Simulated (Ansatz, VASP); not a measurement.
HfN in VASP and in Ansatz

```xyz
2
Lattice="0.0000 2.2738 2.2738 2.2738 0.0000 2.2738 2.2738 2.2738 0.0000" Properties=species:S:1:pos:R:3 pbc="T T T"
Hf    0.0000    0.0000    0.0000
N     2.2738    2.2738    2.2738
```

Alike in both runs: functional PBE; k mesh 16 × 16 × 16; occupations gaussian, width 0.1 eV; no spin polarisation.

Ansatz relaxed the structure, and its values are those at the end. VASP's run is a single point on that final structure, the one shown.

|  | VASP | Ansatz |
| --- | --- | --- |
| version | VASP 6.6.1 | Ansatz 0.2.0 |
| potentials or method | VASP PAW PBE potentials, release 64 (Hf_pv, N), cutoff 520 eV | scalar-relativistic, plane waves, PAW |
| valence electrons in the cell | 15 | 31 |

```tsv
	VASP	Ansatz	Ansatz less VASP
gap on the k mesh at the Fermi level (eV)	none	none	-
pressure (GPa)	-2.3	0.0	+2.32
```

A gap of «none» marks a metal or a gap that the smearing closes. With one functional, cell and mesh, what is left measures potentials, basis and numerics. VASP's potentials hold 15 valence electrons a cell and Ansatz's 31, so a difference there can come from the potentials and not from the codes.

Neither program's run includes spin-orbit coupling.
